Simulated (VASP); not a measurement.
Write the native input for VASP 6.6.1 that does the following.

```yaml
Task: single point
Functional: r2SCAN
Potentials_or_basis: VASP PAW PBE potentials, release 64 (B_h, N_h)
Cutoff: 1460 eV
k_mesh: 9 × 9 × 6
Occupations: gaussian, width 0.01 eV
Spin: no spin polarisation
Dipole_correction: no
Further_INCAR_settings: ALGO = Normal; EDIFF = 1e-06; NBANDS = 16
```

The system is BN.

```
B N
1.0
     2.51825    0.00000    0.00000
    -1.25913    2.18087    0.00000
     0.00000    0.00000    4.16531
B N
2 2
Direct
  0.33333 0.66667 0.00020
  0.66667 0.33333 0.50020
  0.33333 0.66667 0.37480
  0.66667 0.33333 0.87480
```

The input as run:

POSCAR

```
BN
1.0
    2.5182517752      0.0000000000      0.0000000000
   -1.2591258876      2.1808700105      0.0000000000
    0.0000000000      0.0000000000      4.1653092386
B N
2 2
Direct
    0.3333333333      0.6666666667      0.0002034648
    0.6666666667      0.3333333333      0.5002034648
    0.3333333333      0.6666666667      0.3747965352
    0.6666666667      0.3333333333      0.8747965352
```

INCAR.step1

```
PREC = Accurate ; ENCUT = 1460
ISMEAR = 0 ; SIGMA = 0.01
LREAL = False ; LASPH = True
NELM = 120 ; NBANDS = 16
GGA = PE ; ALGO = Normal
EDIFF = 1E-5 ; LWAVE = True
LCHARG = False ; GGA_COMPAT = False
```

INCAR.step2

```
PREC = Accurate ; ENCUT = 1460
EDIFF = 1E-6 ; ISMEAR = 0
SIGMA = 0.01 ; LREAL = False
LASPH = True ; NELM = 120
ALGO = Normal ; ISIF = 2
LWAVE = False ; LCHARG = False
METAGGA = R2SCAN ; LMIXTAU = True
NBANDS = 16 ; ISTART = 1
GGA_COMPAT = False
```

KPOINTS

```
Automatic mesh
0
Gamma
  9 9 6
```

Potentials or basis: VASP PAW PBE potentials, release 64 (B_h, N_h).

Command:

```console
$ cat potpaw_PBE.64/B_h/POTCAR potpaw_PBE.64/N_h/POTCAR > POTCAR
$ cp INCAR.step1 INCAR
$ mpirun -np 1 vasp_std > vasp.out
$ cp INCAR.step2 INCAR
$ mpirun -np 1 vasp_std > vasp.out
```

It gave:

The pressure is 12.1 GPa, the largest force is 0.025 eV/Å and the band gap on the k mesh is 5.69 eV (least direct gap 9.15 eV).

Caveat: the cell stands under pressure; the structure was generated, so it needn't be the stable form of BN; the PAW data sets were made with another functional, which shifts forces and pressure a little.

Run time: 2.6 min on 1 thread of Intel(R) Xeon(R) Platinum 8259CL CPU @ 2.50GHz (Skylake/Cascade Lake), on a shared host, peak memory 0.27 GiB.
